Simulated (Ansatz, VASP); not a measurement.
# One calculation of KTaO3, two programs

```
K Ta O
1.0
     4.06782    0.00000    0.00000
     0.00000    4.06782    0.00000
     0.00000    0.00000    4.06782
K Ta O
1 1 3
Direct
  0.50000 0.50000 0.50000
  0.00000 0.00000 0.00000
  0.50000 0.00000 0.00000
  0.00000 0.50000 0.00000
  0.00000 0.00000 0.50000
```

Alike in both runs: functional r2SCAN; k mesh 8 × 8 × 8; occupations fermi-dirac, width 0.02 eV; no spin polarisation.

Ansatz relaxed the structure, and its values are those at the end. VASP's run is a single point on that final structure, the one shown.

```csv
,VASP,Ansatz
version,VASP 6.6.1,Ansatz 0.2.0
potentials or method,"VASP PAW PBE potentials, release 64 (K_sv, Ta_pv, O), cutoff 520 eV",PAW plane waves
valence electrons in the cell,38,40
```

Ansatz gave:

```
gap on the k mesh at the Fermi level (eV) : 2.48
pressure (GPa)                            : -10.8
```

Task: Estimate VASP's values.

Result: gap on the k mesh at the Fermi level (eV): 2.44; pressure (GPa): -10.0.

VASP's potentials were made for PBE, not for r2SCAN. VASP's potentials hold 38 valence electrons a cell and Ansatz's 40, so a difference there can come from the potentials and not from the codes. Ansatz's warnings: stress scf threshold loose.

Neither program's run includes spin-orbit coupling.
